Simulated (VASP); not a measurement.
# PbF2 (Fm-3m) in VASP: a series of runs

The runs below take PbF2 through single point, with PBE.

All numbers are computed with VASP 6.6.1; they aren't measurements. Logs are shortened: lines on timing, memory, paths and dates and some standing lists are left out, and cuts for length are marked.

### Step 1. The cell of the first run

Symmetry: Fm-3m, No. 225, cubic system. Conventional cell: a = 5.878 Å, b = 5.878 Å, c = 5.878 Å, α = 90.00°, β = 90.00°, γ = 90.00°. Within 3.4 Å of Pb (site symmetry m-3m) lie 8 F at 2.55 Å. Within 3.4 Å of F (site symmetry -43m) lie 4 Pb at 2.55 Å and 6 F at 2.94 Å.

### Step 2. Single point, PBE (volume changed by -6%)

Input file INCAR:

```
PREC = Accurate
ENCUT = 520
EDIFF = 1E-6
ISMEAR = 0
SIGMA = 0.01
LREAL = F
LASPH = T
NELM = 80
ALGO = Normal
ISIF = 2
LWAVE = F
LCHARG = F
GGA = PE
NBANDS = 21
```

Input file KPOINTS:

```
regular mesh
0
Gamma
  6 6 6
```

Input file POSCAR:

```
PbF2
1.0
    0.0000000000      2.9390809635      2.9390809635
    2.9390809635      0.0000000000      2.9390809635
    2.9390809635      2.9390809635      0.0000000000
Pb F
1 2
Direct
    0.0000000000      0.0000000000      0.0000000000
    0.2500000000      0.2500000000      0.2500000000
    0.7500000000      0.7500000000      0.7500000000
```

Potentials or basis: VASP PAW PBE potentials, release 64 (Pb_d, F).

Started as:

```
> cat potpaw_PBE.64/Pb_d/POTCAR potpaw_PBE.64/F/POTCAR > POTCAR
> mpirun -np 1 vasp_std > vasp.out
```

OUTCAR:

```text
PREC = Accurate
   ENCUT = 520
   EDIFF = 1E-6
   ISMEAR = 0
   LREAL = F
   LASPH = T
   NELM = 80
   ISIF = 2
   GGA = PE

 ion  position               nearest neighbor table
   1  0.000  0.000  0.000-   3 2.55   3 2.55   3 2.55   2 2.55   3 2.55   2 2.55   2 2.55   2 2.55

   2  0.250  0.250  0.250-   1 2.55   1 2.55   1 2.55   1 2.55
   3  0.750  0.750  0.750-   1 2.55   1 2.55   1 2.55   1 2.55

  LATTYP: Found a face centered cubic cell.
 ALAT       =     5.8781619270

  Lattice vectors:

 A1 = (   0.0000000000,   2.9390809635,   2.9390809635)
 A2 = (   2.9390809635,   0.0000000000,   2.9390809635)
 A3 = (   2.9390809635,   2.9390809635,   0.0000000000)

Analysis of symmetry for initial positions (statically):
=====================================================================
 Subroutine PRICEL returns:
 Original cell was already a primitive cell.

 Routine SETGRP: Setting up the symmetry group for a
 face centered cubic supercell.

 Subroutine GETGRP returns: Found 48 space group operations
 (whereof 48 operations were pure point group operations)
 out of a pool of 48 trial point group operations.

The static configuration has the point symmetry O_h .

Analysis of symmetry for dynamics (positions and initial velocities):
=====================================================================
 Subroutine PRICEL returns:
 Original cell was already a primitive cell.

 Routine SETGRP: Setting up the symmetry group for a
 face centered cubic supercell.

 Subroutine GETGRP returns: Found 48 space group operations
 (whereof 48 operations were pure point group operations)
 out of a pool of 48 trial point group operations.

The dynamic configuration has the point symmetry O_h .

 Subroutine INISYM returns: Found 48 space group operations
 (whereof 48 operations are pure point group operations),
 and found     1 'primitive' translations

----------------------------------------------------------------------------------------

                                     Primitive cell

  volume of cell :      50.7767

  direct lattice vectors                    reciprocal lattice vectors
     0.000000000  2.939080963  2.939080963    -0.170121207  0.170121207  0.170121207
     2.939080963  0.000000000  2.939080963     0.170121207 -0.170121207  0.170121207
     2.939080963  2.939080963  0.000000000     0.170121207  0.170121207 -0.170121207

  length of vectors
     4.156488159  4.156488159  4.156488159     0.294658573  0.294658573  0.294658573

  position of ions in fractional coordinates (direct lattice)
     0.000000000  0.000000000  0.000000000
     0.250000000  0.250000000  0.250000000
     0.750000000  0.750000000  0.750000000

  ion indices of the primitive-cell ions
   primitive index   ion index
                 1           1
                 2           2
                 3           3

----------------------------------------------------------------------------------------

 KPOINTS: regular mesh

Automatic generation of k-mesh.
 Grid dimensions read from file:
 generate k-points for:    6    6    6

 Generating k-lattice:

  Cartesian coordinates                     Fractional coordinates (reciprocal lattice)
    -0.028353534  0.028353534  0.028353534     0.166666667  0.000000000  0.000000000
     0.028353534 -0.028353534  0.028353534     0.000000000  0.166666667  0.000000000
     0.028353534  0.028353534 -0.028353534     0.000000000  0.000000000  0.166666667

  Length of vectors
     0.049109762  0.049109762  0.049109762

  Shift w.r.t. Gamma in fractional coordinates (k-lattice)
     0.000000000  0.000000000  0.000000000

 Subroutine IBZKPT returns following result:
 ===========================================

 Found     16 irreducible k-points:

 Following reciprocal coordinates:
            Coordinates               Weight
  0.000000  0.000000  0.000000      1.000000
  0.166667  0.000000  0.000000      8.000000
  0.333333  0.000000  0.000000      8.000000
  0.500000  0.000000  0.000000      4.000000
  0.166667  0.166667  0.000000      6.000000
  0.333333  0.166667  0.000000     24.000000
[... 8 lines left out ...]
 -0.333333  0.333333  0.166667     24.000000
 -0.333333  0.500000  0.166667     12.000000
   k-points           NKPTS =     16   k-points in BZ     NKDIM =     16   number of bands    NBANDS=     21
   number of dos      NEDOS =    301   number of ions     NIONS =      3
   total plane-waves  NPLWV =  32768
   dimension x,y,z NGX =    32 NGY =   32 NGZ =   32
   dimension x,y,z NGXF=    64 NGYF=   64 NGZF=   64
   ions per type =               1   2
   NGX,Y,Z   is equivalent  to a cutoff of  12.80, 12.80, 12.80 a.u.
   NGXF,Y,Z  is equivalent  to a cutoff of  25.60, 25.60, 25.60 a.u.
 SYSTEM =  unknown system
   PREC   = accura    normal or accurate (medium, high low for compatibility)
   ISTART =      0    job   : 0-new  1-cont  2-samecut
   ICHARG =      2    charge: 1-file 2-atom 10-const
   ISPIN  =      1    spin polarized calculation?
   LNONCOLLINEAR =      F non collinear calculations
   LSORBIT =      F    spin-orbit coupling
   LASPH  =      T    aspherical Exc in radial PAW
   ENCUT  =  520.0 eV  38.22 Ry    6.18 a.u.   7.73  7.73  7.73*2*pi/ulx,y,z
   NELM   =     80;   NELMIN=  2; NELMDL= -5     # of ELM steps
   EDIFF  = 0.1E-05   stopping-criterion for ELM
   LREAL  =      F    real-space projection
   EDIFFG = 0.1E-04   stopping-criterion for IOM
   NSW    =      0    number of steps for IOM
   IBRION =     -1    ionic relax: 0-MD 1-quasi-New 2-CG
   NFREE  =      0    steps in history (QN), initial steepest desc. (CG)
   ISIF   =      2    stress and relaxation
   ISYM   =      2    0-nonsym 1-usesym 2-fastsym
   POTIM  = 0.5000    time-step for ionic-motion
   TEBEG  =    0.0;   TEEND  =   0.0 temperature during run
   PSTRESS=    0.0 pullay stress
   NELECT =      28.0000    total number of electrons
   NUPDOWN=      -1.0000    fix difference up-down
   EMIN   =  10.00;   EMAX   =-10.00  energy-range for DOS
   EFERMI =   0.00;   METHOD = LEGACY
   ISMEAR =     0;   SIGMA  =   0.01  broadening in eV -4-tet -1-fermi 0-gaus
   EFERMI_NEDOS =   21; number of points for ismear=-14 and -15
   IALGO  =     38    algorithm
   IMIX   =      4    mixing-type and parameters
     AMIX     =   0.40;   BMIX     =  1.00
     AMIX_MAG =   1.60;   BMIX_MAG =  1.00
  volume/ion in A,a.u.               =      16.93       114.22
  Fermi-wavevector in a.u.,A,eV,Ry     =   1.342474  2.536908 24.520924  1.802237
  Thomas-Fermi vector in A             =   2.470625
   LORBIT       =      0    0 simple, 1 ext, 2 COOP (PROOUT), +10 PAW based schemes
   GGA     = PE    functional components
   LHFCALC =     F    Hartree Fock is set to
   AEXX    =    0.0000 exact exchange contribution
   IVDW    =     0    specifies the selected vdW correction
   LEPSILON=     F    determine dielectric tensor
   LRPA    =     F    only Hartree local field effects (RPA)
 non-spin polarized calculation
 Gauss-broadening in eV      SIGMA  =   0.01
  energy-cutoff  :      520.00
  volume of cell :       50.78
 maximum number of plane-waves:      1381
   NGX = 15   NGY = 15   NGZ = 15

 number of electron      27.9999992 magnetization

 Free energy of the ion-electron system (eV)
  ---------------------------------------------------
  ext. energy  EPLUGINS =         0.00000000
  ---------------------------------------------------
  free energy    TOTEN  =       -14.30360371 eV

  energy without entropy =      -14.30360371  energy(sigma->0) =      -14.30360371

 E-fermi :   2.2823     XC(G=0):  -9.5317

 val. band max:        2.1781329495   @ k =  -0.3333   0.3333   0.1667
 cond. band min:       6.6148335816   @ k =   0.5000   0.5000   0.0000
 fundamental gap:      4.4367006321
 Fermi energy:         2.2823462244

 k-point     1 :       0.0000    0.0000    0.0000
  band No.  band energies     occupation
      1     -19.1033      2.00000
      2     -18.4382      2.00000
      3     -12.2678      2.00000
      4     -12.2678      2.00000
      5     -12.2678      2.00000
      6     -12.1996      2.00000
[... 13 lines left out ...]
     20      17.4033      0.00000
     21      19.8801      0.00000

 k-point     2 :       0.1667    0.0000    0.0000
  band No.  band energies     occupation
      1     -19.0480      2.00000
      2     -18.4890      2.00000
      3     -12.2565      2.00000
      4     -12.2565      2.00000
      5     -12.2072      2.00000
      6     -12.1989      2.00000
[... 13 lines left out ...]
     20      16.7681      0.00000
     21      18.8382      0.00000

 k-point     3 :       0.3333    0.0000    0.0000
  band No.  band energies     occupation
      1     -18.9146      2.00000
      2     -18.6076      2.00000
      3     -12.2469      2.00000
      4     -12.2469      2.00000
      5     -12.1840      2.00000
      6     -12.1840      2.00000
[... 13 lines left out ...]
     20      16.1610      0.00000
     21      17.2612      0.00000

 k-point     4 :       0.5000    0.0000    0.0000
  band No.  band energies     occupation
      1     -18.7964      2.00000
      2     -18.7170      2.00000
      3     -12.2479      2.00000
      4     -12.2479      2.00000
      5     -12.1707      2.00000
      6     -12.1707      2.00000
[... 13 lines left out ...]
     20      15.9942      0.00000
     21      16.5972      0.00000

 k-point     5 :       0.1667    0.1667    0.0000
  band No.  band energies     occupation
      1     -19.0309      2.00000
      2     -18.5034      2.00000
      3     -12.2439      2.00000
      4     -12.2439      2.00000
      5     -12.2089      2.00000
      6     -12.2001      2.00000
[... 13 lines left out ...]
     20      17.6500      0.00000
     21      18.8911      0.00000
[... 190 lines left out ...]
     20      18.8829      0.00000
     21      19.5758      0.00000

 k-point    14 :       0.5000    0.3333    0.1667
  band No.  band energies     occupation
      1     -18.8406      2.00000
      2     -18.6658      2.00000
      3     -12.2241      2.00000
      4     -12.1992      2.00000
      5     -12.1972      2.00000
      6     -12.1492      2.00000
[... 13 lines left out ...]
     20      18.2283      0.00000
     21      19.0740      0.00000

 k-point    15 :      -0.3333    0.3333    0.1667
  band No.  band energies     occupation
      1     -18.7589      2.00000
      2     -18.7390      2.00000
      3     -12.2224      2.00000
      4     -12.2016      2.00000
      5     -12.1769      2.00000
      6     -12.1199      2.00000
[... 13 lines left out ...]
     20      18.8203      0.00000
     21      18.8634      0.00000

 k-point    16 :      -0.3333    0.5000    0.1667
  band No.  band energies     occupation
      1     -18.7744      2.00000
      2     -18.7180      2.00000
      3     -12.2289      2.00000
      4     -12.1839      2.00000
      5     -12.1693      2.00000
      6     -12.1321      2.00000
[... 13 lines left out ...]
     20      17.6532      0.00000
     21      18.8585      0.00000

------------------------ aborting loop because EDIFF is reached ----------------------------------------

  FORCE on cell =-STRESS in cart. coord.  units (eV):
  Direction    XX          YY          ZZ          XY          YZ          ZX
  --------------------------------------------------------------------------------------
  -------------------------------------------------------------------------------------
  Total        1.4508065      1.4508065      1.4508065      0.0000000      0.0000000     -0.0000000
  in kB       45.7778525     45.7778525     45.7778525      0.0000000      0.0000000     -0.0000000
  external PRESSURE =      45.7778525 kB  Pullay stress =       0.0000000 kB

 VOLUME and BASIS-vectors are now :
 -----------------------------------------------------------------------------
  energy-cutoff  :      520.00
  volume of cell :       50.78
      direct lattice vectors                 reciprocal lattice vectors
     0.000000000  2.939080963  2.939080963    -0.170121207  0.170121207  0.170121207
     2.939080963  0.000000000  2.939080963     0.170121207 -0.170121207  0.170121207
     2.939080963  2.939080963  0.000000000     0.170121207  0.170121207 -0.170121207

 POSITION                                       TOTAL-FORCE (eV/Angst)
 -----------------------------------------------------------------------------------
      0.00000      0.00000      0.00000         0.000000     -0.000000      0.000000
      1.46954      1.46954      1.46954         0.000000      0.000000      0.000000
      4.40862      4.40862      4.40862        -0.000000     -0.000000     -0.000000
 -----------------------------------------------------------------------------------
    total drift:                                0.000000     -0.000000      0.000000

  FREE ENERGIE OF THE ION-ELECTRON SYSTEM (eV)
  ---------------------------------------------------
  free  energy   TOTEN  =       -14.3036037076 eV

  energy  without entropy=      -14.3036037076  energy(sigma->0) =      -14.30360371
```

Run time: 13 s. Hardware: 1 thread of Intel Xeon 6975P-C, shared host; peak memory 0.18 GiB.

What came out:

```yaml
Free_energy: -14.3036 eV
Pressure: 4.6 GPa
Band_gap_on_the_k_mesh: 4.44 eV, indirect (least direct gap 4.56 eV)
```

Caveat: the cell differs from its parent crystal (volume changed by -6%); spin-orbit coupling is left out, which moves the levels of the heavy elements.

### Step 3. Single point, PBE (volume changed by -3%)

Input file INCAR:

```
SYSTEM = PbF2
PREC = Accurate
ENCUT = 520
EDIFF = 1E-6
ISMEAR = 0
SIGMA = 0.01
LREAL = .False.
LASPH = .True.
NELM = 60
ALGO = Normal
ISIF = 2
LWAVE = .False.
LCHARG = .False.
GGA = PE
NBANDS = 21
```

Input file KPOINTS:

```
Automatic mesh
0
Gamma
  6 6 6
  0 0 0
```

Input file POSCAR:

```
PbF2
1.0
    0.0000000000      2.9700209315      2.9700209315
    2.9700209315      0.0000000000      2.9700209315
    2.9700209315      2.9700209315      0.0000000000
Pb F
1 2
Direct
    0.0000000000      0.0000000000      0.0000000000
    0.2500000000      0.2500000000      0.2500000000
    0.7500000000      0.7500000000      0.7500000000
```

Potentials or basis: VASP PAW PBE potentials, release 64 (Pb_d, F).

Started as:

```
> cat potpaw_PBE.64/Pb_d/POTCAR potpaw_PBE.64/F/POTCAR > POTCAR
> mpirun -np 1 vasp_std > vasp.out
```

It took 13 s on 1 thread of Intel Xeon 6975P-C, shared host; peak memory 0.18 GiB.

The run converged. Its results:

```yaml
Free_energy: -14.3392 eV
Pressure: 2.0 GPa
Band_gap_on_the_k_mesh: 4.44 eV, indirect (least direct gap 4.56 eV)
```

Levels at points of the mesh, in eV from the valence-band top:
```csv
k point,band 12,band 13,band 14,band 15,band 16,band 17
"(0.00, 0.00, 0.00)",-1.92,-1.92,-1.92,6.79,6.79,6.79
"(0.50, 0.00, 0.00)",-2.09,-2.09,-0.01,5.05,7.67,7.67
"(0.50, 0.50, 0.00)",-1.50,-1.50,-0.13,4.44,7.90,7.90
```

Caveat: the cell differs from its parent crystal (volume changed by -3%); spin-orbit coupling is left out, which moves the levels of the heavy elements. A k mesh can miss the band edges.

### Step 4. Single point, PBE

This run uses another cell than the first one, of 18.01 Å³/atom, 1.064 times its volume.

Input file INCAR:

```
SYSTEM = PbF2
ALGO = Normal ; EDIFF = 1E-7
ENCUT = 520 ; GGA = PE
ISIF = 2 ; ISMEAR = 0
LASPH = .True. ; LCHARG = .False.
LREAL = .False. ; LWAVE = .False.
NBANDS = 21 ; NELM = 60
PREC = Accurate ; SIGMA = 0.01
```

Input file KPOINTS:

```
k-points
0
Gamma
  6 6 6
  0 0 0
```

Input file POSCAR:

```
PbF2
1.0
    0.0000000000      3.0003293608      3.0003293608
    3.0003293608      0.0000000000      3.0003293608
    3.0003293608      3.0003293608      0.0000000000
Pb F
1 2
Direct
    0.0000000000      0.0000000000      0.0000000000
    0.2500000000      0.2500000000      0.2500000000
    0.7500000000      0.7500000000      0.7500000000
```

Started as:

```
> cat potpaw_PBE.64/Pb_d/POTCAR potpaw_PBE.64/F/POTCAR > POTCAR
> mpirun -np 1 vasp_std > vasp.out
```

Run time: 15 s. Hardware: 1 thread of Intel Xeon 6975P-C, shared host; peak memory 0.17 GiB.

Results (log left out):

- Free energy: -14.3509 eV
- Pressure: -0.2 GPa
- Band gap on the k mesh: 4.43 eV, indirect (least direct gap 4.56 eV)

Levels at points of the mesh, in eV from the valence-band top:
```csv
k point,band 10,band 11,band 12,band 13,band 14,band 15,band 16,band 17,band 18,band 19
"(0.00, 0.00, 0.00)",-2.23,-2.23,-1.74,-1.74,-1.74,6.74,6.74,6.74,10.55,15.08
"(0.50, 0.00, 0.00)",-2.41,-2.41,-1.91,-1.91,0.00,5.04,7.56,7.56,13.17,13.69
"(0.50, 0.50, 0.00)",-3.24,-1.35,-1.35,-1.34,-0.13,4.43,7.77,7.77,9.05,14.05
```

Caveat: spin-orbit coupling is left out, which moves the levels of the heavy elements. A hybrid or GW would open this gap; PBE tends to underestimate it.

(Continued in part 2 of 2.)
